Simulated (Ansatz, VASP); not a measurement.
Two plane-wave programs on TiTe2

Contents of POSCAR:

```
TiTe2
1.0
    0.0000000000      3.4401227243      3.4401227243
    3.4401227243      0.0000000000      3.4401227243
    3.4401227243      3.4401227243      0.0000000000
Ti Te
1 2
Direct
    0.0000000000      0.0000000000      0.0000000000
    0.2500000000      0.2500000000      0.2500000000
    0.7500000000      0.7500000000      0.7500000000
```

Contents of INCAR.step1:

```
ALGO = Normal ; EDIFF = 1E-5
ENCUT = 520 ; GGA = PE
ISIF = 2 ; ISMEAR = -1
LASPH = True ; LCHARG = False
LREAL = False ; LWAVE = True
NBANDS = 19 ; NELM = 60
PREC = Accurate ; SIGMA = 0.02
```

File INCAR.step2:

```
AEXX = 0.15 ; ALGO = Normal
EDIFF = 1E-6 ; ENCUT = 520
GGA = PE ; ISIF = 2
ISMEAR = -1 ; ISTART = 1
LASPH = True ; LCHARG = False
LHFCALC = True ; LREAL = False
LWAVE = False ; NBANDS = 19
NELM = 60 ; PREC = Accurate
PRECFOCK = Normal ; SIGMA = 0.02
```

The input KPOINTS:

```
k-points
0
Gamma
  4 4 4
```

Input for Ansatz:

```yaml
crystal:
  lattice:
    - [0.0, 3.4401227243, 3.4401227243]
    - [3.4401227243, 0.0, 3.4401227243]
    - [3.4401227243, 3.4401227243, 0.0]
  atoms:
    - { symbol: Ti, position: [0.0, 0.0, 0.0] }
    - { symbol: Te, position: [0.25, 0.25, 0.25] }
    - { symbol: Te, position: [0.75, 0.75, 0.75] }
kpoints:
  mp_grid: { grid: [4, 4, 4] }
hamiltonian:
  xc: { exchange: pbe, correlation: pbe, exx: { coeff: 0.15 } }
scf:
  occupations: { method: fermi_dirac, width: 0.02 }
  n_extra_bands: 4
output:
  forces: true
  stress: true
  eigenvalues: true
```

Alike in both runs: task single point; functional PBE-based global hybrid with a share of 0.15 of exact exchange; k mesh 4 × 4 × 4; occupations fermi-dirac, width 0.02 eV; no spin polarisation.

```csv
,VASP,Ansatz
version,VASP 6.6.1,Ansatz 0.2.0
potentials or method,"VASP PAW PBE potentials, release 64 (Ti_sv, Te)",plane waves
plane-wave cutoff (eV),520,420
valence electrons in the cell,24,44
```

Ansatz gave:

* pressure (GPa): -0.3

Q: Estimate VASP's values.

A: Pressure (GPa): -0.6.

VASP's potentials were made for PBE, not for PBE-based global hybrid. VASP's potentials hold 24 valence electrons a cell and Ansatz's 44, so a difference there can come from the potentials and not from the codes. Ansatz's warnings: filled band counts differ across k points, stress exchange threshold loose, stress scf threshold loose.

The k mesh is coarse, so the values compare programs but aren't converged. Spin-orbit coupling is off throughout.
